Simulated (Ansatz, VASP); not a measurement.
# One calculation of Al4N5, two programs

Contents of INCAR:

```
PREC = Accurate
ENCUT = 520
EDIFF = 1E-6
ISMEAR = 0
SIGMA = 0.05
LREAL = False
LASPH = True
NELM = 150
ALGO = Fast
ISIF = 2
LWAVE = False
LCHARG = False
ISPIN = 2
MAGMOM = 0 0 0 0 3 0 0 0 0
LORBIT = 11
LDIPOL = True
IDIPOL = 3
DIPOL = 0.5 0.5 0.348
GGA = PE
NBANDS = 32
```

Contents of KPOINTS:

```
regular mesh
0
Gamma
  9 9 1
```

POSCAR

```
Al4N5
1.0
    3.1297683445      0.0000000000      0.0000000000
   -1.5648841723      2.7104588943      0.0000000000
    0.0000000000      0.0000000000     25.0621509606
N Al
5 4
Direct
    0.3333333333      0.6666666667      0.1596032203
    0.6666666667      0.3333333333      0.2597004396
    0.3333333333      0.6666666667      0.3620561642
    0.6666666667      0.3333333333      0.4610505141
    0.5000000000      0.6666666667      0.5638842006
    0.6666666667      0.3333333333      0.1833176549
    0.3333333333      0.6666666667      0.2834148742
    0.6666666667      0.3333333333      0.3814237064
    0.3333333333      0.6666666667      0.4812895341
```

Input for Ansatz:

```yaml
crystal:
  lattice:
    - [3.1297683445, 0.0, 0.0]
    - [-1.5648841723, 2.7104588943, 0.0]
    - [0.0, 0.0, 25.0621509606]
  atoms:
    - { symbol: "N", position: [0.3333333333, 0.6666666667, 0.1596032203] }
    - { symbol: Al, position: [0.6666666667, 0.3333333333, 0.1833176549] }
    - { symbol: "N", position: [0.6666666667, 0.3333333333, 0.2597004396] }
    - { symbol: Al, position: [0.3333333333, 0.6666666667, 0.2834148742] }
    - { symbol: "N", position: [0.3333333333, 0.6666666667, 0.3620561642] }
    - { symbol: Al, position: [0.6666666667, 0.3333333333, 0.3814237064] }
    - { symbol: "N", position: [0.6666666667, 0.3333333333, 0.4610505141] }
    - { symbol: Al, position: [0.3333333333, 0.6666666667, 0.4812895341] }
    - { symbol: "N", position: [0.5, 0.6666666667, 0.5638842006], spin: 3.0 }
basis:
  ecutwfc: 420
kpoints:
  mp_grid: { grid: [9, 9, 1] }
hamiltonian:
  xc: pbe
  pseudopotentials: { kind: paw, azcp: { folder: soft_1 } }
scf:
  occupations: { method: gaussian, width: 0.05 }
output:
  forces: true
  eigenvalues: true
  populations: true
magnetization:
  spin_polarized: true
efield:
  axis: 3
  dipole_correction: true
  ramp_width: 0.04
```

Alike in both runs: task single point; functional PBE; k mesh 9 × 9 × 1; occupations gaussian, width 0.05 eV; collinear spin.

|  | VASP | Ansatz |
| --- | --- | --- |
| version | VASP 6.6.1 | Ansatz 0.2.0 |
| potentials or method | VASP PAW PBE potentials, release 64 (N, Al), cutoff 520 eV | scalar-relativistic, plane waves, PAW |
| valence electrons in the cell | 37 | 37 |

```tsv
	VASP	Ansatz	Ansatz less VASP
gap on the k mesh at the Fermi level (eV)	none	none	-
rms of the force components (eV/Å)	0.880	0.880	+0.0005
net moment per atom (μB)	0.19	0.33	+0.139
size of the moment on the site where the two differ most (μB)	1.50	1.77	+0.267
```

The net moments are unlike, so the other rows may belong to different states. Site moments also hang on the region over which each program counts them. A gap of «none» marks a metal or a gap that the smearing closes. Ansatz's warnings: vacuum below fermi.
